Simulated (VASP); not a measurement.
Te2Mo:

```
Mo Te
1.0
     0.00000    3.31483    3.31483
     3.31483    0.00000    3.31483
     3.31483    3.31483    0.00000
Mo Te
1 2
Direct
  0.00000 0.00000 0.00000
  0.25000 0.25000 0.25000
  0.75000 0.75000 0.75000
```

Program: VASP 6.6.1. Alike in all runs: task single point; potentials or basis VASP PAW PBE potentials, release 64 (Mo_sv, Te); cell as given; k mesh 4 × 4 × 4; smearing fermi-dirac 0.02 eV.

**Question.** Order these runs on this cell by their pressure, lowest first.
A. level PBE-based screened hybrid with 30 % exact exchange; spin off; cutoff (eV) 400; grid for exact exchange (PRECFOCK) Normal; share of exact exchange 0.3; screening parameter 0.5 1/Å
B. level PBE-based screened hybrid with 35 % exact exchange; spin off; cutoff (eV) 400; grid for exact exchange (PRECFOCK) Normal; share of exact exchange 0.35; screening parameter 0.2078 1/Å
C. level PBEsol; spin collinear; cutoff (eV) 500
D. level PBE-based screened hybrid with 50 % exact exchange; spin off; cutoff (eV) 400; grid for exact exchange (PRECFOCK) Normal; share of exact exchange 0.5; screening parameter 0.3 1/Å

**Answer.** D (-6.3 GPa), B (-4.1 GPa), A (-1.4 GPa), C (0.9 GPa).

Caveats: all runs use coarse meshes; the PAW data sets were made with another functional, which shifts forces and pressure a little.
